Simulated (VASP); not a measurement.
# Hf3H2 (P-3m1) in VASP: further runs

Hf3H2 is run at these levels: PBE; tasks: single point, relaxation of cell and atoms.

Everything below comes from runs of VASP 6.6.1. Logs are shortened: lines on timing, memory, paths and dates and some standing lists are left out, and cuts for length are marked.

**1. The cell of the first run**

Symmetry: P-3m1, No. 164, trigonal system. The conventional cell has a = 3.188 Å, b = 3.188 Å, c = 7.889 Å, α = 90.00°, β = 90.00°, γ = 120.00°. Within 3.0 Å of Hf (site symmetry -3m) lie 6 H at 2.24 Å. Hf (site symmetry 3m) has 3 H at 2.31 Å within 3.0 Å. H (site symmetry 3m) has 6 Hf at 2.24 to 2.31 Å within 3.0 Å.

**2. Single point, PBE**

Contents of INCAR:

```
SYSTEM = Hf3H2
ALGO     = Normal         ! electronic algorithm
EDIFF    = 1E-6           ! SCF threshold, eV
ENCUT    = 520            ! plane-wave cutoff, eV
GGA      = PE             ! functional
ISIF     = 2              ! what is computed and relaxed
ISMEAR   = 0              ! smearing method
LASPH    = .TRUE.         ! aspherical terms in the spheres
LCHARG   = .TRUE.         ! write CHGCAR
LELF     = .TRUE.         ! ELF
LREAL    = .FALSE.        ! projectors in reciprocal space
LVHAR    = .TRUE.       
LWAVE    = .FALSE.        ! write WAVECAR
NBANDS   = 24             ! bands
NELM     = 80             ! most SCF steps
PREC     = Accurate       ! precision mode
SIGMA    = 0.1            ! smearing width, eV
```

Contents of KPOINTS:

```
k-points
0
G
  6 6 4
  0 0 0
```

Contents of POSCAR:

```
Hf3H2
1.0
    3.1884096023      0.0000000000      0.0000000000
   -1.5942048011      2.7612437132      0.0000000000
    0.0000000000      0.0000000000      7.8893722544
Hf H
3 2
Direct
    0.0000000000      0.0000000000      0.0000000000
    0.3333333333      0.6666666667      0.6616152733
    0.6666666667      0.3333333333      0.3383847267
    0.3333333333      0.6666666667      0.1621509198
    0.6666666667      0.3333333333      0.8378490802
```

Potentials or basis: VASP PAW PBE potentials, release 64 (Hf_pv, H).

Started as:

```console
$ cat potpaw_PBE.64/Hf_pv/POTCAR potpaw_PBE.64/H/POTCAR > POTCAR
$ mpirun -np 1 vasp_std > vasp.out
```

OUTCAR:

```text
SYSTEM = Hf3H2
   EDIFF = 1E-6
   ENCUT = 520
   GGA = PE
   ISIF = 2
   ISMEAR = 0
   LASPH = .TRUE.
   LREAL = .FALSE.
   NELM = 80
   PREC = Accurate

 ion  position               nearest neighbor table
   1  0.000  0.000  0.000-   4 2.24   5 2.24   4 2.24   5 2.24   5 2.24   4 2.24   2 3.24   3 3.24
                             2 3.24   3 3.24   2 3.24   3 3.24
   2  0.333  0.667  0.662-   5 2.31   5 2.31   5 2.31   3 3.15   3 3.15   3 3.15   1 3.24   1 3.24
                             1 3.24
   3  0.667  0.333  0.338-   4 2.31   4 2.31   4 2.31   2 3.15   2 3.15   2 3.15   1 3.24   1 3.24
                             1 3.24
   4  0.333  0.667  0.162-   1 2.24   1 2.24   1 2.24   3 2.31   3 2.31   3 2.31
   5  0.667  0.333  0.838-   1 2.24   1 2.24   1 2.24   2 2.31   2 2.31   2 2.31

  LATTYP: Found a hexagonal cell.
 ALAT       =     3.1884096023
 C/A-ratio  =     2.4743910722

  Lattice vectors:

 A1 = (   3.1884096023,   0.0000000000,   0.0000000000)
 A2 = (  -1.5942048011,   2.7612437132,   0.0000000000)
 A3 = (   0.0000000000,   0.0000000000,   7.8893722544)

Analysis of symmetry for initial positions (statically):
=====================================================================
 Subroutine PRICEL returns:
 Original cell was already a primitive cell.

 Routine SETGRP: Setting up the symmetry group for a
 hexagonal supercell.

 Subroutine GETGRP returns: Found 12 space group operations
 (whereof 12 operations were pure point group operations)
 out of a pool of 24 trial point group operations.

The static configuration has the point symmetry D_3d.

Analysis of symmetry for dynamics (positions and initial velocities):
=====================================================================
 Subroutine PRICEL returns:
 Original cell was already a primitive cell.

 Routine SETGRP: Setting up the symmetry group for a
 hexagonal supercell.

 Subroutine GETGRP returns: Found 12 space group operations
 (whereof 12 operations were pure point group operations)
 out of a pool of 24 trial point group operations.

The dynamic configuration has the point symmetry D_3d.

 Subroutine INISYM returns: Found 12 space group operations
 (whereof 12 operations are pure point group operations),
 and found     1 'primitive' translations

----------------------------------------------------------------------------------------

                                     Primitive cell

  volume of cell :      69.4578

  direct lattice vectors                    reciprocal lattice vectors
     3.188409602  0.000000000  0.000000000     0.313635989  0.181077823  0.000000000
    -1.594204801  2.761243713  0.000000000     0.000000000  0.362155646  0.000000000
     0.000000000  0.000000000  7.889372254     0.000000000  0.000000000  0.126752797

  length of vectors
     3.188409602  3.188409602  7.889372254     0.362155646  0.362155646  0.126752797

  position of ions in fractional coordinates (direct lattice)
     0.000000000  0.000000000  0.000000000
     0.333333333  0.666666667  0.661615273
     0.666666667  0.333333333  0.338384727
     0.333333333  0.666666667  0.162150920
     0.666666667  0.333333333  0.837849080

  ion indices of the primitive-cell ions
   primitive index   ion index
                 1           1
                 2           2
                 3           3
                 4           4
                 5           5

----------------------------------------------------------------------------------------

 KPOINTS: k-points

Automatic generation of k-mesh.
 Grid dimensions read from file:
 generate k-points for:    6    6    4

 Generating k-lattice:

  Cartesian coordinates                     Fractional coordinates (reciprocal lattice)
     0.052272665  0.030179637  0.000000000     0.166666667  0.000000000  0.000000000
     0.000000000  0.060359274  0.000000000     0.000000000  0.166666667  0.000000000
     0.000000000  0.000000000  0.031688199     0.000000000  0.000000000  0.250000000

  Length of vectors
     0.060359274  0.060359274  0.031688199

  Shift w.r.t. Gamma in fractional coordinates (k-lattice)
     0.000000000  0.000000000  0.000000000

 Subroutine IBZKPT returns following result:
 ===========================================

 Found     24 irreducible k-points:

 Following reciprocal coordinates:
            Coordinates               Weight
  0.000000  0.000000  0.000000      1.000000
  0.166667  0.000000  0.000000      6.000000
  0.333333  0.000000  0.000000      6.000000
  0.500000  0.000000  0.000000      3.000000
  0.166667  0.166667  0.000000      6.000000
  0.333333  0.166667  0.000000     12.000000
[... 16 lines left out ...]
  0.333333  0.166667  0.500000     12.000000
  0.333333  0.333333  0.500000      2.000000
   k-points           NKPTS =     24   k-points in BZ     NKDIM =     24   number of bands    NBANDS=     24
   number of dos      NEDOS =    301   number of ions     NIONS =      5
   total plane-waves  NPLWV =  34560
   dimension x,y,z NGX =    24 NGY =   24 NGZ =   60
   dimension x,y,z NGXF=    48 NGYF=   48 NGZF=  120
   ions per type =               3   2
   NGX,Y,Z   is equivalent  to a cutoff of  12.51, 12.51, 12.64 a.u.
   NGXF,Y,Z  is equivalent  to a cutoff of  25.03, 25.03, 25.29 a.u.
 SYSTEM =  Hf3H2
   PREC   = accura    normal or accurate (medium, high low for compatibility)
   ISTART =      0    job   : 0-new  1-cont  2-samecut
   ICHARG =      2    charge: 1-file 2-atom 10-const
   ISPIN  =      1    spin polarized calculation?
   LNONCOLLINEAR =      F non collinear calculations
   LSORBIT =      F    spin-orbit coupling
   LASPH  =      T    aspherical Exc in radial PAW
   ENCUT  =  520.0 eV  38.22 Ry    6.18 a.u.   5.93  5.93 14.67*2*pi/ulx,y,z
   NELM   =     80;   NELMIN=  2; NELMDL= -5     # of ELM steps
   EDIFF  = 0.1E-05   stopping-criterion for ELM
   LREAL  =      F    real-space projection
   EDIFFG = 0.1E-04   stopping-criterion for IOM
   NSW    =      0    number of steps for IOM
   IBRION =     -1    ionic relax: 0-MD 1-quasi-New 2-CG
   NFREE  =      0    steps in history (QN), initial steepest desc. (CG)
   ISIF   =      2    stress and relaxation
   ISYM   =      2    0-nonsym 1-usesym 2-fastsym
   POTIM  = 0.5000    time-step for ionic-motion
   TEBEG  =    0.0;   TEEND  =   0.0 temperature during run
   PSTRESS=    0.0 pullay stress
   NELECT =      32.0000    total number of electrons
   NUPDOWN=      -1.0000    fix difference up-down
   EMIN   =  10.00;   EMAX   =-10.00  energy-range for DOS
   EFERMI =   0.00;   METHOD = LEGACY
   ISMEAR =     0;   SIGMA  =   0.10  broadening in eV -4-tet -1-fermi 0-gaus
   EFERMI_NEDOS =   21; number of points for ismear=-14 and -15
   IALGO  =     38    algorithm
   IMIX   =      4    mixing-type and parameters
     AMIX     =   0.40;   BMIX     =  1.00
     AMIX_MAG =   1.60;   BMIX_MAG =  1.00
  volume/ion in A,a.u.               =      13.89        93.74
  Fermi-wavevector in a.u.,A,eV,Ry     =   1.264400  2.389369 21.751725  1.598707
  Thomas-Fermi vector in A             =   2.397707
   LORBIT       =      0    0 simple, 1 ext, 2 COOP (PROOUT), +10 PAW based schemes
   GGA     = PE    functional components
   LHFCALC =     F    Hartree Fock is set to
   AEXX    =    0.0000 exact exchange contribution
   IVDW    =     0    specifies the selected vdW correction
   LEPSILON=     F    determine dielectric tensor
   LRPA    =     F    only Hartree local field effects (RPA)
 non-spin polarized calculation
 Gauss-broadening in eV      SIGMA  =   0.10
  energy-cutoff  :      520.00
  volume of cell :       69.46
 maximum number of plane-waves:      1890
   NGX = 11   NGY = 11   NGZ = 29

 number of electron      32.0000007 magnetization

 Free energy of the ion-electron system (eV)
  ---------------------------------------------------
  ext. energy  EPLUGINS =         0.00000000
  ---------------------------------------------------
  free energy    TOTEN  =       -37.48393272 eV

  energy without entropy =      -37.46733223  energy(sigma->0) =      -37.47563248

 E-fermi :   5.0966     XC(G=0): -11.4806

 val. band max:        5.0423901480   @ k =   0.3333   0.1667   0.5000
 cond. band min:       5.0974875771   @ k =   0.0000   0.0000   0.5000
 fundamental gap:      0.0550974291
 Fermi energy:         5.0965525879

 k-point     1 :       0.0000    0.0000    0.0000
  band No.  band energies     occupation
      1     -25.6533      2.00000
      2     -25.6443      2.00000
      3     -25.1455      2.00000
      4     -25.1455      2.00000
      5     -25.1378      2.00000
      6     -25.1378      2.00000
[... 16 lines left out ...]
     23       8.9069      0.00000
     24       9.5712      0.00000

 k-point     2 :       0.1667    0.0000    0.0000
  band No.  band energies     occupation
      1     -25.6314      2.00000
      2     -25.6200      2.00000
      3     -25.2946      2.00000
      4     -25.2518      2.00000
      5     -25.2182      2.00000
      6     -25.2049      2.00000
[... 16 lines left out ...]
     23       8.6434      0.00000
     24       8.9164      0.00000

 k-point     3 :       0.3333    0.0000    0.0000
  band No.  band energies     occupation
      1     -25.6878      2.00000
      2     -25.6749      2.00000
      3     -25.5784      2.00000
      4     -25.4015      2.00000
      5     -25.3458      2.00000
      6     -25.2947      2.00000
[... 16 lines left out ...]
     23       9.5070      0.00000
     24      10.0787      0.00000
[... 514 lines left out ...]
 k-point    23 :       0.3333    0.1667    0.5000
  band No.  band energies     occupation
      1     -25.7550      2.00000
      2     -25.6611      2.00000
      3     -25.6358      2.00000
      4     -25.4891      2.00000
      5     -25.3704      2.00000
      6     -25.3406      2.00000
[... 16 lines left out ...]
     23      10.1287      0.00000
     24      11.1318      0.00000

 k-point    24 :       0.3333    0.3333    0.5000
  band No.  band energies     occupation
      1     -25.6633      2.00000
      2     -25.6633      2.00000
      3     -25.6391      2.00000
      4     -25.4872      2.00000
      5     -25.4872      2.00000
      6     -25.4467      2.00000
[... 16 lines left out ...]
     23      10.4349      0.00000
     24      10.4349      0.00000

------------------------ aborting loop because EDIFF is reached ----------------------------------------

  FORCE on cell =-STRESS in cart. coord.  units (eV):
  Direction    XX          YY          ZZ          XY          YZ          ZX
  --------------------------------------------------------------------------------------
  -------------------------------------------------------------------------------------
  Total       -0.2682215     -0.2682215     -0.2522321     -0.0000000      0.0000000     -0.0000000
  in kB       -6.1870390     -6.1870390     -5.8182140     -0.0000000      0.0000000     -0.0000000
  external PRESSURE =      -6.0640973 kB  Pullay stress =       0.0000000 kB

 VOLUME and BASIS-vectors are now :
 -----------------------------------------------------------------------------
  energy-cutoff  :      520.00
  volume of cell :       69.46
      direct lattice vectors                 reciprocal lattice vectors
     3.188409602  0.000000000  0.000000000     0.313635989  0.181077823  0.000000000
    -1.594204801  2.761243713  0.000000000     0.000000000  0.362155646  0.000000000
     0.000000000  0.000000000  7.889372254     0.000000000  0.000000000  0.126752797

 POSITION                                       TOTAL-FORCE (eV/Angst)
 -----------------------------------------------------------------------------------
      0.00000      0.00000      0.00000         0.000000      0.000000      0.000000
     -0.00000      1.84083      5.21973        -0.000000      0.000000     -0.003838
      1.59420      0.92041      2.66964         0.000000     -0.000000      0.003838
     -0.00000      1.84083      1.27927        -0.000000      0.000000     -0.000710
      1.59420      0.92041      6.61010         0.000000     -0.000000      0.000710
 -----------------------------------------------------------------------------------
    total drift:                                0.000000      0.000000     -0.000000

  FREE ENERGIE OF THE ION-ELECTRON SYSTEM (eV)
  ---------------------------------------------------
  free  energy   TOTEN  =       -37.4839327204 eV

  energy  without entropy=      -37.4673322297  energy(sigma->0) =      -37.47563248
```

Run time: 20 s. Hardware: 1 thread of AMD EPYC 9R45 (Zen 5), shared host; peak memory 0.16 GiB.

Results:

| Quantity | Value |
| --- | --- |
| Free energy | -37.4839 eV |
| Pressure | -0.6 GPa |
| Largest force | 0.004 eV/Å |
| Band gap on the k mesh | zero (bands 16 and 17 overlap by 1.29 eV) |

Forces in eV/Å, atoms in the order of the input:
```
Hf   0.000  0.000  0.000
Hf   0.000  0.000 -0.004
Hf   0.000  0.000  0.004
H    0.000  0.000 -0.001
H    0.000  0.000  0.001
```

Caveat: the k points lie up to 0.38 Å⁻¹ apart, too coarse for converged energies and pressures of a metal; spin-orbit coupling is left out, which moves the levels of the heavy elements.

**3. Single point, PBE**

Contents of INCAR:

```
SYSTEM = Hf3H2
ALGO = Normal ; EDIFF = 1E-6
ENCUT = 520 ; GGA = PE
ISIF = 2 ; ISMEAR = 0
LASPH = .True. ; LCHARG = .True.
LELF = .True. ; LREAL = .False.
LVHAR = .True. ; LWAVE = .False.
NBANDS = 24 ; NELM = 60
PREC = Accurate ; SIGMA = 0.1
```

Contents of KPOINTS:

```
k-points
0
Gamma
  12 12 6
  0 0 0
```

Contents of POSCAR:

```
Hf3H2
1.0
    3.1926620861      0.0000000000      0.0000000000
   -1.5963310430      2.7649264723      0.0000000000
    0.0000000000      0.0000000000      7.8822098437
Hf H
3 2
Direct
    0.0000000000      0.0000000000      0.0000000000
    0.3333333333      0.6666666667      0.6613433924
    0.6666666667      0.3333333333      0.3386566076
    0.3333333333      0.6666666667      0.1641974975
    0.6666666667      0.3333333333      0.8358025025
```

Potentials or basis: VASP PAW PBE potentials, release 64 (Hf_pv, H).

Started as:

```console
$ cat potpaw_PBE.64/Hf_pv/POTCAR potpaw_PBE.64/H/POTCAR > POTCAR
$ mpirun -np 1 vasp_std > vasp.out
```

Wall time 71 s (1 thread of AMD EPYC 9R45 (Zen 5), shared host); peak memory 0.24 GiB.

It converged, with:

| Item | Value |
| --- | --- |
| Free energy | -37.4596 eV |
| Pressure | -0.6 GPa |
| Largest force | 0.016 eV/Å |
| Band gap on the k mesh | zero (bands 16 and 17 overlap by 1.38 eV) |

Forces on the atoms (eV/Å):
```
Hf   0.000  0.000  0.000
Hf   0.000  0.000  0.016
Hf   0.000  0.000 -0.016
H    0.000  0.000  0.000
H    0.000  0.000  0.000
```

Levels at points of the mesh, in eV from the Fermi level:
| k point | band 14 | band 15 | band 16 | band 17 | band 18 | band 19 |
| --- | --- | --- | --- | --- | --- | --- |
| (0.00, 0.00, 0.00) | -0.72 | 1.04 | 1.04 | 1.22 | 1.30 | 1.30 |
| (0.50, 0.00, 0.00) | -2.16 | -1.25 | 0.11 | 0.47 | 1.50 | 1.72 |
| (0.00, 0.00, 0.50) | 0.06 | 0.68 | 0.80 | 0.80 | 1.55 | 1.55 |
| (0.50, 0.00, 0.50) | -1.82 | -1.20 | 0.26 | 0.42 | 0.82 | 1.02 |

Caveat: spin-orbit coupling is left out, which moves the levels of the heavy elements.

(Continued in part 2 of 2.)

The gap in the log of VASP goes by the Fermi energy; the results here count the filled bands.